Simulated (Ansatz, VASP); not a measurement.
# CaS in VASP and in Ansatz

```xyz
2
Lattice="0.0000 2.8250 2.8250 2.8250 0.0000 2.8250 2.8250 2.8250 0.0000" Properties=species:S:1:pos:R:3 pbc="T T T"
Ca    0.0000    0.0000    0.0000
S     2.8250    2.8250    2.8250
```

Alike in both runs: task relaxation of cell and atoms; functional LDA; k mesh 8 × 8 × 8; occupations gaussian, width 0.02 eV; no spin polarisation.

|  | VASP | Ansatz |
| --- | --- | --- |
| version | VASP 6.6.1 | Ansatz 0.2.0 |
| potentials or method | VASP PAW LDA potentials, release 64 (Ca_sv, S), cutoff 500 eV | scalar-relativistic, plane waves, PAW |
| valence electrons in the cell | 16 | 16 |

```csv
,VASP,Ansatz,Ansatz less VASP
"gap on the k mesh at the Fermi level, each at its own relaxed structure (eV)",1.97,1.97,-0.001
relaxed volume (Å³/atom),21.61,21.53,-0.088
relaxed cell length with the largest relative difference (Å),3.939,3.934,-0.0053
```

Ansatz warns that its potentials were made for another functional, while VASP's fit it. LDA's correlation is that of Perdew and Zunger in VASP and of Perdew and Wang (1992) in Ansatz.
